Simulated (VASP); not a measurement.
Set up this calculation in VASP 6.6.1, as the native input.

```yaml
Task: single point
Functional: PBEsol
Potentials_or_basis: VASP PAW PBE potentials, release 64 (Cd, S)
Cutoff: 520 eV
k_mesh: 9 × 9 × 4
Occupations: gaussian, width 0.01 eV
Spin: no spin polarisation
Dipole_correction: no
Further_INCAR_settings: ALGO = Normal; EDIFF = 1e-07; NBANDS = 26
```

The structure of CdS (x) lies in POSCAR:

```
CdS
1.0
    4.1370000000      0.0000000000      0.0000000000
   -2.0685000000      3.5827470955      0.0000000000
    0.0000000000      0.0000000000      6.7160000000
Cd S
2 2
Direct
    0.3333333333      0.6666666667     -0.0615000000
    0.6666666667      0.3333333333      0.4385000000
    0.3333333333      0.6666666667      0.4385000000
    0.6666666667      0.3333333333      0.9385000000
```

The input as run:

INCAR

```
  PREC = Accurate
  ENCUT = 520
  EDIFF = 1E-7
  ISMEAR = 0
  SIGMA = 0.01
  LREAL = False
  LASPH = True
  NELM = 80
  ALGO = Normal
  ISIF = 2
  LWAVE = False
  LCHARG = False
  GGA = PS
  NBANDS = 26
```

KPOINTS

```
Automatic mesh
0
Gamma
  9 9 4
```

Potentials or basis: VASP PAW PBE potentials, release 64 (Cd, S).

Run with:

```console
$ cat potpaw_PBE.64/Cd/POTCAR potpaw_PBE.64/S/POTCAR > POTCAR
$ mpirun -np 1 vasp_std > vasp.out
```

It gave:

* Pressure: 3.8 GPa
* Band gap on the k mesh: 1.35 eV, direct

Caveat: the PAW data sets were made with another functional, which shifts forces and pressure a little.

Run time: 98 s on 1 thread of Intel(R) Xeon(R) Platinum 8375C CPU @ 2.90GHz (Ice Lake), with other jobs on the host, peak memory 0.25 GiB.
